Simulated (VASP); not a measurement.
A run of VASP 6.6.1:

File INCAR:

```
PREC = Accurate
ENCUT = 520
EDIFF = 1E-7
ISMEAR = 0
SIGMA = 0.15
LREAL = F
LASPH = T
NELM = 60
ALGO = Normal
ISIF = 2
LWAVE = F
LCHARG = F
GGA = PS
NBANDS = 37
```

The input KPOINTS:

```
Automatic mesh
0
Gamma
  10 10 10
```

Contents of POSCAR:

```
Ta4C3
1.0
    4.4026021986      0.0000000000      0.0000000000
    0.0000000000      4.4026021986      0.0000000000
    0.0000000000      0.0000000000      4.4026021986
Ta C
4 3
Direct
    0.0000000000      0.5000000000      0.5000000000
    0.5000000000      0.0000000000      0.5000000000
    0.5000000000      0.5000000000      0.0000000000
   -0.0908553583      0.0000000000      0.0000000000
    0.5000000000      0.0000000000      0.0000000000
    0.0000000000      0.5000000000      0.0000000000
    0.0000000000      0.0000000000      0.5000000000
```

Potentials or basis: VASP PAW PBE potentials, release 64 (Ta_pv, C).

Command:

```bash
$ cat potpaw_PBE.64/Ta_pv/POTCAR potpaw_PBE.64/C/POTCAR > POTCAR
$ mpirun -np 1 vasp_std > vasp.out
```

Hardware: 1 thread of Intel Xeon 8259CL, on a shared host.

How long does it take, and how much memory?

Wall time 6.6 min on 1 thread of Intel Xeon 8259CL (shared host), peak memory 0.42 GiB. Counts: scf iterations 16, k points 126.
